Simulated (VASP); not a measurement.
Set up this calculation in VASP 6.6.1, as the native input.

* Task: single point
* Functional: PBE
* Potentials or basis: VASP PAW PBE potentials, release 64 (Si)
* Cutoff: 500 eV
* k mesh: 14 × 14 × 14
* Occupations: fermi-dirac, width 0.02 eV
* Spin: no spin polarisation
* Dipole correction: no
* Further INCAR settings: ALGO = Normal; EDIFF = 1e-06; NBANDS = 11

The structure of Si lies in POSCAR:

```
Si
1.0
    0.0000000000      2.7153500000      2.7153500000
    2.7153500000      0.0000000000      2.7153500000
    2.7153500000      2.7153500000      0.0000000000
Si
2
Direct
    0.0000000000      0.0000000000      0.0000000000
    0.2500000000      0.2500000000      0.2500000000
```

One way to write it, as run:

INCAR

```
ALGO = Normal ; EDIFF = 1E-6
ENCUT = 500 ; GGA = PE
GGA_COMPAT = False ; ISIF = 2
ISMEAR = -1 ; LASPH = True
LCHARG = False ; LREAL = False
LWAVE = False ; NBANDS = 11
NELM = 120 ; PREC = Accurate
SIGMA = 0.02
```

KPOINTS

```
k-points
0
Gamma
  14 14 14
```

Potentials or basis: VASP PAW PBE potentials, release 64 (Si).

Launch:

```sh
$ cat potpaw_PBE.64/Si/POTCAR > POTCAR
$ mpirun -np 1 vasp_std > vasp.out
```

Results of the run:

- Pressure: 1.9 GPa
- Band gap on the k mesh: 0.57 eV (least direct gap 2.57 eV)

Caveat: semilocal functionals underestimate gaps, and a narrow one can read as zero.

Run time: 14 s on 1 thread of Intel(R) Xeon(R) 6975P-C (Granite Rapids) (shared host), peak memory 0.16 GiB.
